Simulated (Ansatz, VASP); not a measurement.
# Al5N in VASP and in Ansatz

INCAR

```
SYSTEM = Al5N
ALGO = Normal
EDIFF = 1E-6
EDIFFG = -0.04
ENCUT = 600
GGA = PE
IBRION = 2
ISIF = 3
ISMEAR = 0
LASPH = .TRUE.
LCHARG = .FALSE.
LREAL = .FALSE.
LWAVE = .FALSE.
NELM = 100
NSW = 90
PREC = Accurate
SIGMA = 0.1
```

The input KPOINTS:

```
k-points
0
G
  4 4 4
  0 0 0
```

POSCAR

```
Al5N
1.0
    0.0000000000      3.5505791900      3.5505791900
    3.5505791900      0.0000000000      3.5505791900
    3.5505791900      3.5505791900      0.0000000000
Al N
5 1
Direct
    0.2500000000      0.2500000000      0.2500000000
    0.6242626200      0.1272121400      0.6242626200
    0.6242626200      0.6242626200      0.1272121400
    0.6242626200      0.6242626200      0.6242626200
    0.1272121400      0.6242626200      0.6242626200
    0.0000000000      0.0000000000      0.0000000000
```

Input for Ansatz:

```yaml
crystal:
  lattice:
    - [0.0, 3.55057919, 3.55057919]
    - [3.55057919, 0.0, 3.55057919]
    - [3.55057919, 3.55057919, 0.0]
  atoms:
    - { symbol: Al, position: [0.25, 0.25, 0.25] }
    - { symbol: Al, position: [0.62426262, 0.12721214, 0.62426262] }
    - { symbol: Al, position: [0.62426262, 0.62426262, 0.12721214] }
    - { symbol: Al, position: [0.62426262, 0.62426262, 0.62426262] }
    - { symbol: Al, position: [0.12721214, 0.62426262, 0.62426262] }
    - { symbol: "N", position: [0.0, 0.0, 0.0] }
basis:
  ecutwfc: 420
kpoints:
  mp_grid: { grid: [4, 4, 4] }
hamiltonian:
  xc: pbe
scf:
  occupations: { method: gaussian, width: 0.1 }
  lower_state_search: "off"
output:
  forces: true
  stress: true
  eigenvalues: true
relax:
  adjacent_minimum: "off"
  f_tol: 0.04
  max_steps: 70
  cell: { stress_tol: 0.4 }
```

Change from the starting cell: species swapped into the Be5Pt type (F-43m, No. 216).

Alike in both runs: task relaxation of cell and atoms; functional PBE; k mesh 4 × 4 × 4; occupations gaussian, width 0.1 eV; no spin polarisation.

|  | VASP | Ansatz |
| --- | --- | --- |
| version | VASP 6.6.1 | Ansatz 0.2.0 |
| potentials or method | VASP PAW PBE potentials, release 64 (Al, N), cutoff 600 eV | scalar-relativistic, plane waves, PAW |
| valence electrons in the cell | 20 | 20 |

|  | VASP | Ansatz | Ansatz less VASP |
| --- | --- | --- | --- |
| gap on the k mesh at the Fermi level, each at its own relaxed structure (eV) | none | none | - |
| relaxed volume (Å³/atom) | 16.25 | 16.16 | -0.096 |
| relaxed cell length with the largest relative difference (Å) | 5.167 | 5.157 | -0.0102 |

A gap of «none» marks a metal or a gap that the smearing closes.

The k mesh is coarse, so the values compare programs but aren't converged.
